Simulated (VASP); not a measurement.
# Pt (P-1) in VASP: a series of runs, part 2 of 2

VASP 6.6.1. Earlier steps stand in the parts before.

## (3) Single point, PBEsol

This run uses another cell than the first one, of 15.81 Å³/atom, 1.051 times its volume.

INCAR reads:

```
  ALGO = Normal
  EDIFF = 1E-7
  ENCUT = 520
  GGA = PS
  ISIF = 2
  ISMEAR = 1
  LASPH = T
  LCHARG = T
  LELF = T
  LREAL = F
  LVHAR = T
  LWAVE = F
  NBANDS = 17
  NELM = 60
  PREC = Accurate
  SIGMA = 0.1
```

KPOINTS reads:

```
k-points
0
Gamma
  7 7 4
```

POSCAR reads:

```
Pt
1.0
    2.7606656200      0.0000000000      0.0000000000
   -1.3803328100      2.3908065500      0.0000000000
    0.0000000000      0.0000000000      4.7921340000
Pt
2
Direct
    0.6537767435      0.3238167148      0.7376589651
    0.3292720805      0.7164452446      0.2214971479
```

Potentials or basis: VASP PAW PBE potentials, release 64 (Pt).

On the command line:

```
$ cat potpaw_PBE.64/Pt/POTCAR > POTCAR
$ mpirun -np 1 vasp_std > vasp.out
```

OUTCAR:

```text
EDIFF = 1E-7
   ENCUT = 520
   GGA = PS
   ISIF = 2
   ISMEAR = 1
   LASPH = T
   LREAL = F
   NELM = 60
   PREC = Accurate

 ion  position               nearest neighbor table
   1  0.654  0.324  0.738-   2 2.74   2 2.83   2 2.87   2 2.89   2 2.96   2 3.01
   2  0.329  0.716  0.221-   1 2.74   1 2.83   1 2.87   1 2.89   1 2.96   1 3.01

  LATTYP: Found a hexagonal cell.
 ALAT       =     2.7606656200
 C/A-ratio  =     1.7358618028

  Lattice vectors:

 A1 = (   2.7606656200,   0.0000000000,   0.0000000000)
 A2 = (  -1.3803328100,   2.3908065500,   0.0000000000)
 A3 = (   0.0000000000,   0.0000000000,   4.7921340000)

Analysis of symmetry for initial positions (statically):
=====================================================================
 Subroutine PRICEL returns:
 Original cell was already a primitive cell.

 Routine SETGRP: Setting up the symmetry group for a
 hexagonal supercell.

 Subroutine GETGRP returns: Found  2 space group operations
 (whereof  1 operations were pure point group operations)
 out of a pool of 24 trial point group operations.

The static configuration has the point symmetry C_1 .
 The point group associated with its full space group is S_2 .

Analysis of symmetry for dynamics (positions and initial velocities):
=====================================================================
 Subroutine PRICEL returns:
 Original cell was already a primitive cell.

 Routine SETGRP: Setting up the symmetry group for a
 hexagonal supercell.

 Subroutine GETGRP returns: Found  2 space group operations
 (whereof  1 operations were pure point group operations)
 out of a pool of 24 trial point group operations.

The dynamic configuration has the point symmetry C_1 .
 The point group associated with its full space group is S_2 .
[... 107 lines left out ...]
   POTIM  = 0.5000    time-step for ionic-motion
   TEBEG  =    0.0;   TEEND  =   0.0 temperature during run
   PSTRESS=    0.0 pullay stress
   NELECT =      20.0000    total number of electrons
   NUPDOWN=      -1.0000    fix difference up-down
   EMIN   =  10.00;   EMAX   =-10.00  energy-range for DOS
   EFERMI =   0.00;   METHOD = LEGACY
   ISMEAR =     1;   SIGMA  =   0.10  broadening in eV -4-tet -1-fermi 0-gaus
   EFERMI_NEDOS =   21; number of points for ismear=-14 and -15
   IALGO  =     38    algorithm
   IMIX   =      4    mixing-type and parameters
     AMIX     =   0.40;   BMIX     =  1.00
     AMIX_MAG =   1.60;   BMIX_MAG =  1.00
  volume/ion in A,a.u.               =      15.81       106.72
  Fermi-wavevector in a.u.,A,eV,Ry     =   1.405149  2.655347 26.863944  1.974444
  Thomas-Fermi vector in A             =   2.527639
   LORBIT       =      0    0 simple, 1 ext, 2 COOP (PROOUT), +10 PAW based schemes
   GGA     = PS    functional components
   LHFCALC =     F    Hartree Fock is set to
   AEXX    =    0.0000 exact exchange contribution
   IVDW    =     0    specifies the selected vdW correction
   LEPSILON=     F    determine dielectric tensor
   LRPA    =     F    only Hartree local field effects (RPA)
 non-spin polarized calculation
 Methfessel and Paxton  Order N= 1 SIGMA  =   0.10
  energy-cutoff  :      520.00
  volume of cell :       31.63
 maximum number of plane-waves:       863
 NGX is ok and might be reduce to    24
   NGX = 11   NGY = 11   NGZ = 17

 number of electron      20.0000000 magnetization

 Free energy of the ion-electron system (eV)
  ---------------------------------------------------
  ext. energy  EPLUGINS =         0.00000000
  ---------------------------------------------------
  free energy    TOTEN  =       -13.68205917 eV

  energy without entropy =      -13.67839900  energy(sigma->0) =      -13.68083911

 E-fermi :  10.2195     XC(G=0): -13.3389

 val. band max:       10.2185478014   @ k =   0.4286  -0.0000   0.0000
 cond. band min:      10.2196018473   @ k =  -0.1429  -0.4286   0.2500
 fundamental gap:      0.0010540459
 Fermi energy:        10.2195385392

 k-point     1 :       0.0000    0.0000    0.0000
  band No.  band energies     occupation
      1       0.4199      2.00000
      2       3.0719      2.00000
      3       6.1845      2.00000
      4       6.6638      2.00000
      5       6.7765      2.00000
      6       7.0132      2.00000
[... 457 lines left out ...]
      4       5.8130      2.00000
      5       6.3854      2.00000
      6       6.9254      2.00000
[... 9 lines left out ...]
     16      23.1691      0.00000
     17      24.2762      0.00000

 [... further k-points ...]
[... 5 lines left out ...]
  --------------------------------------------------------------------------------------
  -------------------------------------------------------------------------------------
  Total       -2.5576185     -2.1724765     -1.2360391      0.0060647     -0.1316644     -0.0180044
  in kB     -129.5564847   -110.0470652    -62.6117133      0.3072103     -6.6694774     -0.9120146
  external PRESSURE =    -100.7384211 kB  Pullay stress =       0.0000000 kB

 VOLUME and BASIS-vectors are now :
 -----------------------------------------------------------------------------
  energy-cutoff  :      520.00
  volume of cell :       31.63
      direct lattice vectors                 reciprocal lattice vectors
     2.760665620  0.000000000  0.000000000     0.362231482  0.209134445  0.000000000
    -1.380332810  2.390806550  0.000000000     0.000000000  0.418268889  0.000000000
     0.000000000  0.000000000  4.792134000     0.000000000  0.000000000  0.208675300

 POSITION                                       TOTAL-FORCE (eV/Angst)
 -----------------------------------------------------------------------------------
      1.35788      0.77418      3.53496         0.094121      0.005002     -0.717655
     -0.07992      1.71288      1.06144        -0.094121     -0.005002      0.717655
 -----------------------------------------------------------------------------------
    total drift:                                0.000000      0.000000      0.000003

  FREE ENERGIE OF THE ION-ELECTRON SYSTEM (eV)
  ---------------------------------------------------
  free  energy   TOTEN  =       -13.6820591710 eV

  energy  without entropy=      -13.6783989978  energy(sigma->0) =      -13.68083911
```

OSZICAR:

```text
N       E                     dE             d eps       ncg     rms          rms(c)
DAV:   1     0.998855079867E+02    0.99886E+02   -0.10465E+04  3366   0.113E+03
DAV:   2    -0.127830498988E+02   -0.11267E+03   -0.10709E+03  3600   0.245E+02
DAV:   3    -0.146108089382E+02   -0.18278E+01   -0.18006E+01  4183   0.310E+01
DAV:   4    -0.146201531978E+02   -0.93443E-02   -0.93416E-02  4018   0.231E+00
DAV:   5    -0.146202458173E+02   -0.92619E-04   -0.92618E-04  4115   0.241E-01    0.168E+01
DAV:   6    -0.137683038097E+02    0.85194E+00   -0.13730E+00  3549   0.102E+01    0.856E+00
DAV:   7    -0.136904151266E+02    0.77889E-01   -0.21585E-01  4117   0.398E+00    0.309E+00
DAV:   8    -0.136825202653E+02    0.78949E-02   -0.22326E-02  3705   0.123E+00    0.830E-01
DAV:   9    -0.136820494466E+02    0.47082E-03   -0.48904E-04  3871   0.189E-01    0.343E-02
DAV:  10    -0.136820573049E+02   -0.78582E-05   -0.12087E-05  4237   0.221E-02    0.104E-02
DAV:  11    -0.136820589681E+02   -0.16633E-05   -0.87891E-07  3848   0.654E-03    0.406E-03
DAV:  12    -0.136820591551E+02   -0.18700E-06   -0.69125E-08  2433   0.215E-03    0.628E-04
DAV:  13    -0.136820591710E+02   -0.15893E-07   -0.10273E-08  1886   0.744E-04
   1 F= -.13682059E+02 E0= -.13680839E+02  d E =-.366017E-02
```

stdout:

```text
POSCAR found type information on POSCAR Pt
 POSCAR found :  1 types and       2 ions
 scaLAPACK will be used
 -----------------------------------------------------------------------------
|                                                                             |
|                                                                             |
|     You enforced a specific xc type in the INCAR file but a different       |
|     I HOPE YOU KNOW WHAT YOU ARE DOING!                                     |
|                                                                             |
 -----------------------------------------------------------------------------

 LDA part: xc-table for (Slater+PW92), standard interpolation
 POSCAR, INCAR and KPOINTS ok, starting setup
 FFT: planning ... GRIDC
 FFT: planning ... GRID_SOFT
 FFT: planning ... GRID
 WAVECAR not read
 entering main loop
```

Wall time 22 s (1 thread of Intel Xeon Platinum 8488C (Sapphire Rapids), shared host); peak memory 0.18 GiB.

Results:

| Item | Value |
| --- | --- |
| Free energy | -13.6821 eV |
| Pressure | -10.1 GPa |
| Largest force | 0.724 eV/Å |
| Band gap on the k mesh | zero (band 10 reaches 10.46 eV, above the bottom of band 11 at 9.49 eV) |

Forces on the atoms (eV/Å):
```
Pt   0.094  0.005 -0.718
Pt  -0.094 -0.005  0.718
```

Levels at points of the mesh, in eV from the Fermi level:
```tsv
k point	band 7	band 8	band 9	band 10	band 11	band 12	band 13	band 14
(0.00, 0.00, 0.00)	-3.05	-2.07	-1.49	-0.77	-0.52	0.02	4.61	15.01
(0.00, 0.00, 0.50)	-3.48	-3.41	-1.08	-0.81	-0.73	-0.65	11.16	12.51
```

Caveat: the k points lie up to 0.38 Å⁻¹ apart; the PAW data sets were made with another functional, which shifts forces and pressure a little; spin-orbit coupling is left out, which moves the levels of the heavy elements.
